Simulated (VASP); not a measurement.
# Cs3Bi2Br9 (P-3m1) in VASP: single point with LDA

Aim: the single point of Cs3Bi2Br9 with LDA.

All numbers are computed with VASP 6.6.1; they aren't measurements. Logs are shortened: lines on timing, memory, paths and dates and some standing lists are left out, and cuts for length are marked.

**1. The cell of the first run**

The structure is trigonal, space group P-3m1 (No. 164). Conventional cell: a = 7.689 Å, b = 7.689 Å, c = 9.584 Å, α = 90.00°, β = 90.00°, γ = 120.00°. Cs (site symmetry 3m) has 12 Br at 3.82 to 3.93 Å and 5 Bi at 4.47 to 5.11 Å within 5.2 Å. Within 5.0 Å of Cs (site symmetry -3m) lie 12 Br at 3.84 to 3.93 Å and 6 Bi at 4.82 Å. Within 3.6 Å of Bi (site symmetry 3m) lie 6 Br at 2.71 to 2.91 Å. Within 4.1 Å of Br (site symmetry 2/m) lie 2 Bi at 2.91 Å and 8 Br at 3.84 to 4.00 Å and 4 Cs at 3.84 to 3.93 Å. Br (site symmetry m) has 1 Bi at 2.71 Å and 8 Br at 3.67 to 4.00 Å and 4 Cs at 3.82 to 3.93 Å within 4.1 Å.

**2. Single point, LDA**

The input, INCAR:

```
ALGO     = Normal         # electronic algorithm
EDIFF    = 1E-6           # SCF threshold, eV
ENCUT    = 520            # plane-wave cutoff, eV
GGA      = CA             # functional
ISIF     = 2              # what is computed and relaxed
ISMEAR   = 0              # smearing method
LASPH    = True           # aspherical terms in the spheres
LCHARG   = False          # write CHGCAR
LREAL    = False          # projectors in reciprocal space
LWAVE    = False          # write WAVECAR
NBANDS   = 73             # bands
NELM     = 60             # most SCF steps
PREC     = Accurate       # precision mode
SIGMA    = 0.02           # smearing width, eV
```

The input, KPOINTS:

```
k-points
0
Gamma
  3 3 4
```

The input, POSCAR:

```
Cs3Bi2Br9
1.0
    7.6890125056      0.0000000000      0.0000000000
   -3.8445062528      6.6588801599      0.0000000000
    0.0000000000      0.0000000000      9.5838453594
Cs Bi Br
3 2 9
Direct
    0.6666666667      0.3333333333      0.6622214581
    0.3333333333      0.6666666667      0.3377785419
    0.0000000000      0.0000000000      0.0000000000
    0.6666666667      0.3333333333      0.1957124740
    0.3333333333      0.6666666667      0.8042875260
    0.5000000000      0.5000000000      0.0000000000
    0.5000000000      0.0000000000      0.0000000000
    0.0000000000      0.5000000000      0.0000000000
    0.3200860171      0.1600430086      0.3443782737
    0.8399569914      0.1600430086      0.3443782737
    0.8399569914      0.6799139829      0.3443782737
    0.1600430086      0.3200860171      0.6556217263
    0.1600430086      0.8399569914      0.6556217263
    0.6799139829      0.8399569914      0.6556217263
```

Potentials or basis: VASP PAW LDA potentials, release 64 (Cs_sv, Bi_d, Br).

Launch:

```sh
> cat potpaw_LDA.64/Cs_sv/POTCAR potpaw_LDA.64/Bi_d/POTCAR potpaw_LDA.64/Br/POTCAR > POTCAR
> mpirun -np 1 vasp_std > vasp.out
```

OUTCAR:

```text
EDIFF = 1E-6
   ENCUT = 520
   GGA = CA
   ISIF = 2
   ISMEAR = 0
   LASPH = True
   LREAL = False
   NELM = 60
   PREC = Accurate

 ion  position               nearest neighbor table
   1  0.667  0.333  0.662-
   2  0.333  0.667  0.338-
   3  0.000  0.000  0.000-
   4  0.667  0.333  0.196-  10 2.71   9 2.71  11 2.71   8 2.91   7 2.91   6 2.91
   5  0.333  0.667  0.804-  13 2.71  14 2.71  12 2.71   8 2.91   7 2.91   6 2.91
   6  0.500  0.500  0.000-   4 2.91   5 2.91
   7  0.500  0.000  0.000-   4 2.91   5 2.91
   8  0.000  0.500  0.000-   4 2.91   5 2.91
   9  0.320  0.160  0.344-   4 2.71
  10  0.840  0.160  0.344-   4 2.71
  11  0.840  0.680  0.344-   4 2.71
  12  0.160  0.320  0.656-   5 2.71
  13  0.160  0.840  0.656-   5 2.71
  14  0.680  0.840  0.656-   5 2.71

  LATTYP: Found a hexagonal cell.
 ALAT       =     7.6890125056
 C/A-ratio  =     1.2464338369

  Lattice vectors:

 A1 = (   7.6890125056,   0.0000000000,   0.0000000000)
 A2 = (  -3.8445062528,   6.6588801599,   0.0000000000)
 A3 = (   0.0000000000,   0.0000000000,   9.5838453594)

Analysis of symmetry for initial positions (statically):
=====================================================================
 Subroutine PRICEL returns:
 Original cell was already a primitive cell.

 Routine SETGRP: Setting up the symmetry group for a
 hexagonal supercell.

 Subroutine GETGRP returns: Found 12 space group operations
 (whereof 12 operations were pure point group operations)
 out of a pool of 24 trial point group operations.

The static configuration has the point symmetry D_3d.

Analysis of symmetry for dynamics (positions and initial velocities):
=====================================================================
 Subroutine PRICEL returns:
 Original cell was already a primitive cell.

 Routine SETGRP: Setting up the symmetry group for a
 hexagonal supercell.

 Subroutine GETGRP returns: Found 12 space group operations
 (whereof 12 operations were pure point group operations)
 out of a pool of 24 trial point group operations.

The dynamic configuration has the point symmetry D_3d.

 Subroutine INISYM returns: Found 12 space group operations
 (whereof 12 operations are pure point group operations),
 and found     1 'primitive' translations

----------------------------------------------------------------------------------------

                                     Primitive cell

  volume of cell :     490.6949

  direct lattice vectors                    reciprocal lattice vectors
     7.689012506  0.000000000  0.000000000     0.130055713  0.075087701  0.000000000
    -3.844506253  6.658880160  0.000000000     0.000000000  0.150175401  0.000000000
     0.000000000  0.000000000  9.583845359     0.000000000  0.000000000  0.104342251

  length of vectors
     7.689012506  7.689012506  9.583845359     0.150175401  0.150175401  0.104342251

  position of ions in fractional coordinates (direct lattice)
     0.666666667  0.333333333  0.662221458
     0.333333333  0.666666667  0.337778542
     0.000000000  0.000000000  0.000000000
     0.666666667  0.333333333  0.195712474
     0.333333333  0.666666667  0.804287526
     0.500000000  0.500000000  0.000000000
     0.500000000  0.000000000  0.000000000
     0.000000000  0.500000000  0.000000000
     0.320086017  0.160043009  0.344378274
     0.839956991  0.160043009  0.344378274
     0.839956991  0.679913983  0.344378274
     0.160043009  0.320086017  0.655621726
     0.160043009  0.839956991  0.655621726
     0.679913983  0.839956991  0.655621726

  ion indices of the primitive-cell ions
   primitive index   ion index
                 1           1
                 2           2
                 3           3
                 4           4
                 5           5
                 6           6
                 7           7
                 8           8
                 9           9
                10          10
                11          11
                12          12
                13          13
                14          14

----------------------------------------------------------------------------------------

 KPOINTS: k-points

Automatic generation of k-mesh.
 Grid dimensions read from file:
 generate k-points for:    3    3    4

 Generating k-lattice:

  Cartesian coordinates                     Fractional coordinates (reciprocal lattice)
     0.043351904  0.025029234  0.000000000     0.333333333  0.000000000  0.000000000
     0.000000000  0.050058467  0.000000000     0.000000000  0.333333333  0.000000000
     0.000000000  0.000000000  0.026085563     0.000000000  0.000000000  0.250000000

  Length of vectors
     0.050058467  0.050058467  0.026085563

  Shift w.r.t. Gamma in fractional coordinates (k-lattice)
     0.000000000  0.000000000  0.000000000

 Subroutine IBZKPT returns following result:
 ===========================================

 Found     10 irreducible k-points:

 Following reciprocal coordinates:
            Coordinates               Weight
  0.000000  0.000000  0.000000      1.000000
  0.333333  0.000000  0.000000      6.000000
  0.333333  0.333333  0.000000      2.000000
  0.000000  0.000000  0.250000      2.000000
  0.333333  0.000000  0.250000      6.000000
  0.000000  0.333333  0.250000      6.000000
  0.333333  0.333333  0.250000      4.000000
  0.000000  0.000000  0.500000      1.000000
  0.333333  0.000000  0.500000      6.000000
  0.333333  0.333333  0.500000      2.000000
   k-points           NKPTS =     10   k-points in BZ     NKDIM =     10   number of bands    NBANDS=     73
   number of dos      NEDOS =    301   number of ions     NIONS =     14
   total plane-waves  NPLWV = 259200
   dimension x,y,z NGX =    60 NGY =   60 NGZ =   72
   dimension x,y,z NGXF=   120 NGYF=  120 NGZF=  144
   ions per type =               3   2   9
   NGX,Y,Z   is equivalent  to a cutoff of  12.97, 12.97, 12.49 a.u.
   NGXF,Y,Z  is equivalent  to a cutoff of  25.95, 25.95, 24.98 a.u.
 SYSTEM =  unknown system
   PREC   = accura    normal or accurate (medium, high low for compatibility)
   ISTART =      0    job   : 0-new  1-cont  2-samecut
   ICHARG =      2    charge: 1-file 2-atom 10-const
   ISPIN  =      1    spin polarized calculation?
   LNONCOLLINEAR =      F non collinear calculations
   LSORBIT =      F    spin-orbit coupling
   LASPH  =      T    aspherical Exc in radial PAW
   ENCUT  =  520.0 eV  38.22 Ry    6.18 a.u.  14.30 14.30 17.82*2*pi/ulx,y,z
   NELM   =     60;   NELMIN=  2; NELMDL= -5     # of ELM steps
   EDIFF  = 0.1E-05   stopping-criterion for ELM
   LREAL  =      F    real-space projection
   EDIFFG = 0.1E-04   stopping-criterion for IOM
   NSW    =      0    number of steps for IOM
   IBRION =     -1    ionic relax: 0-MD 1-quasi-New 2-CG
   NFREE  =      0    steps in history (QN), initial steepest desc. (CG)
   ISIF   =      2    stress and relaxation
   ISYM   =      2    0-nonsym 1-usesym 2-fastsym
   POTIM  = 0.5000    time-step for ionic-motion
   TEBEG  =    0.0;   TEEND  =   0.0 temperature during run
   PSTRESS=    0.0 pullay stress
   NELECT =     120.0000    total number of electrons
   NUPDOWN=      -1.0000    fix difference up-down
   EMIN   =  10.00;   EMAX   =-10.00  energy-range for DOS
   EFERMI =   0.00;   METHOD = LEGACY
   ISMEAR =     0;   SIGMA  =   0.02  broadening in eV -4-tet -1-fermi 0-gaus
   EFERMI_NEDOS =   21; number of points for ismear=-14 and -15
   IALGO  =     38    algorithm
   IMIX   =      4    mixing-type and parameters
     AMIX     =   0.40;   BMIX     =  1.00
     AMIX_MAG =   1.60;   BMIX_MAG =  1.00
  volume/ion in A,a.u.               =      35.05       236.53
  Fermi-wavevector in a.u.,A,eV,Ry     =   1.023760  1.934625 14.260049  1.048084
  Thomas-Fermi vector in A             =   2.157511
   LORBIT       =      0    0 simple, 1 ext, 2 COOP (PROOUT), +10 PAW based schemes
   GGA     = CA    functional components
   LHFCALC =     F    Hartree Fock is set to
   AEXX    =    0.0000 exact exchange contribution
   IVDW    =     0    specifies the selected vdW correction
   LEPSILON=     F    determine dielectric tensor
   LRPA    =     F    only Hartree local field effects (RPA)
 non-spin polarized calculation
 Gauss-broadening in eV      SIGMA  =   0.02
  energy-cutoff  :      520.00
  volume of cell :      490.69
 maximum number of plane-waves:     13253
 NGX is ok and might be reduce to    60
   NGX = 29   NGY = 29   NGZ = 35

 number of electron     119.9999998 magnetization

 Free energy of the ion-electron system (eV)
  ---------------------------------------------------
  ext. energy  EPLUGINS =         0.00000000
  ---------------------------------------------------
  free energy    TOTEN  =       -48.62724178 eV

  energy without entropy =      -48.62724178  energy(sigma->0) =      -48.62724178

 E-fermi :   1.0269     XC(G=0):  -8.6910

 val. band max:        0.9299681980   @ k =   0.0000   0.0000   0.0000
 cond. band min:       3.1498186131   @ k =   0.0000   0.0000   0.0000
 fundamental gap:      2.2198504152
 Fermi energy:         1.0269464488

 k-point     1 :       0.0000    0.0000    0.0000
  band No.  band energies     occupation
      1     -21.4404      2.00000
      2     -21.4404      2.00000
      3     -21.4362      2.00000
      4     -21.4362      2.00000
      5     -21.3828      2.00000
      6     -21.3826      2.00000
[... 64 lines left out ...]
     71       6.5201      0.00000
     72       6.5374      0.00000
[... 673 lines left out ...]
     71       7.2428      0.00000
     72       7.4221      0.00000
 [bands above 72 left out]

------------------------ aborting loop because EDIFF is reached ----------------------------------------

  FORCE on cell =-STRESS in cart. coord.  units (eV):
  Direction    XX          YY          ZZ          XY          YZ          ZX
  --------------------------------------------------------------------------------------
  -------------------------------------------------------------------------------------
  Total        0.2171231      0.2171231      0.1965535      0.0000000     -0.0000000      0.0000000
  in kB        0.7089326      0.7089326      0.6417706      0.0000000     -0.0000000      0.0000000
  external PRESSURE =       0.6865453 kB  Pullay stress =       0.0000000 kB

 VOLUME and BASIS-vectors are now :
 -----------------------------------------------------------------------------
  energy-cutoff  :      520.00
  volume of cell :      490.69
      direct lattice vectors                 reciprocal lattice vectors
     7.689012506  0.000000000  0.000000000     0.130055713  0.075087701  0.000000000
    -3.844506253  6.658880160  0.000000000     0.000000000  0.150175401  0.000000000
     0.000000000  0.000000000  9.583845359     0.000000000  0.000000000  0.104342251

 POSITION                                       TOTAL-FORCE (eV/Angst)
 -----------------------------------------------------------------------------------
      3.84451      2.21963      6.34663        -0.000000     -0.000000      0.000942
     -0.00000      4.43925      3.23722        -0.000000     -0.000000     -0.000942
      0.00000      0.00000      0.00000        -0.000000     -0.000000      0.000000
      3.84451      2.21963      1.87568        -0.000000     -0.000000     -0.021799
     -0.00000      4.43925      7.70817        -0.000000     -0.000000      0.021799
      1.92225      3.32944      0.00000        -0.000000     -0.000000      0.000000
      3.84451      0.00000      0.00000        -0.000000     -0.000000      0.000000
     -1.92225      3.32944      0.00000        -0.000000     -0.000000      0.000000
      1.84586      1.06571      3.30047        -0.016824     -0.009714      0.012721
      5.84315      1.06571      3.30047         0.016824     -0.009714      0.012721
      3.84451      4.52747      3.30047        -0.000000      0.019427      0.012721
      0.00000      2.13141      6.28338        -0.000000     -0.019427     -0.012721
     -1.99865      5.59317      6.28338        -0.016824      0.009714     -0.012721
      1.99865      5.59317      6.28338         0.016824      0.009714     -0.012721
 -----------------------------------------------------------------------------------
    total drift:                               -0.000000      0.000000     -0.000000

  FREE ENERGIE OF THE ION-ELECTRON SYSTEM (eV)
  ---------------------------------------------------
  free  energy   TOTEN  =       -48.6272417837 eV

  energy  without entropy=      -48.6272417837  energy(sigma->0) =      -48.62724178
```

Run time: 8.3 min. Hardware: 1 thread of Intel Xeon Platinum 8259CL at 2.50GHz (Skylake/Cascade Lake), shared host; peak memory 0.58 GiB.

What came out:

* Free energy: -48.6272 eV
* Pressure: 0.1 GPa
* Largest force: 0.023 eV/Å
* Band gap on the k mesh: 2.22 eV

Forces on the atoms (eV/Å):
```
Cs   0.000  0.000  0.001
Cs   0.000  0.000 -0.001
Cs   0.000  0.000  0.000
Bi   0.000  0.000 -0.022
Bi   0.000  0.000  0.022
Br   0.000  0.000  0.000
Br   0.000  0.000  0.000
Br   0.000  0.000  0.000
Br  -0.017 -0.010  0.013
Br   0.017 -0.010  0.013
Br   0.000  0.019  0.013
Br   0.000 -0.019 -0.013
Br  -0.017  0.010 -0.013
Br   0.017  0.010 -0.013
```

Caveat: spin-orbit coupling is left out, which moves the levels of the heavy elements.
